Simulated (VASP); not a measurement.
# WC: phonons with r2SCAN

Crystal: WC.

```
W C
1.0
     2.89287    0.00000    0.00000
    -1.44643    2.50530    0.00000
     0.00000    0.00000    2.81670
W C
1 1
Direct
  0.00000 0.00000 0.00000
  0.66667 0.33333 0.50000
```

| Quantity | Value |
| --- | --- |
| Program | VASP 6.6.1 |
| Task | phonons |
| Functional | r2SCAN |
| Potentials or basis | VASP PAW PBE potentials, release 64 (W_sv, C) |
| Cutoff | 520 eV |
| k mesh | 14 × 14 × 14 |
| Occupations | fermi-dirac, width 0.1 eV |
| Spin | no spin polarisation |
| Dipole correction | no |
| Further INCAR settings | ALGO = Normal; EDIFF = 1e-08; IBRION = 6; POTIM = 0.015; NSW = 1 |

| Property | Result |
| --- | --- |
| Highest phonon frequency at Γ | 642 cm⁻¹ |

Phonon frequencies in cm⁻¹ (negative: imaginary):
```
              q point        frequencies
(0.000, 0.000, 0.000)  0 0 0 603 642 642
```

Wall time 49 min on 1 thread of Intel(R) Xeon(R) Platinum 8259CL CPU @ 2.50GHz (Skylake/Cascade Lake), with other jobs on the host, peak memory 0.48 GiB.

Caveat: the cell stands under pressure or tension, which shifts response properties.
